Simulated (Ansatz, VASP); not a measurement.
# One calculation of Sn2Ir, two programs

```
Sn Ir
1.0
     0.00000    3.12617    3.12617
     3.12617    0.00000    3.12617
     3.12617    3.12617    0.00000
Sn Ir
2 1
Cartesian
  1.5631 1.5631 1.5631
  4.6893 4.6893 4.6893
  0.0000 0.0000 0.0000
```

Change from the starting cell: volume scaled by 0.96.

Alike in both runs: task single point; functional LDA; k mesh 10 × 10 × 10; occupations fermi-dirac, width 0.03 eV; no spin polarisation.

|  | VASP | Ansatz |
| --- | --- | --- |
| version | VASP 6.6.1 | Ansatz 0.2.0 |
| potentials or method | VASP PAW LDA potentials, release 64 (Sn_d, Ir), cutoff 520 eV | all-electron LAPW, scalar-relativistic |

|  | VASP | Ansatz | Ansatz less VASP |
| --- | --- | --- | --- |
| pressure (GPa) | 3.9 | 3.5 | -0.40 |

LDA's correlation is that of Perdew and Zunger in VASP and of Perdew and Wang (1992) in Ansatz. Ansatz ran all-electron here, and VASP with PAW potentials.

Neither program's run includes spin-orbit coupling.
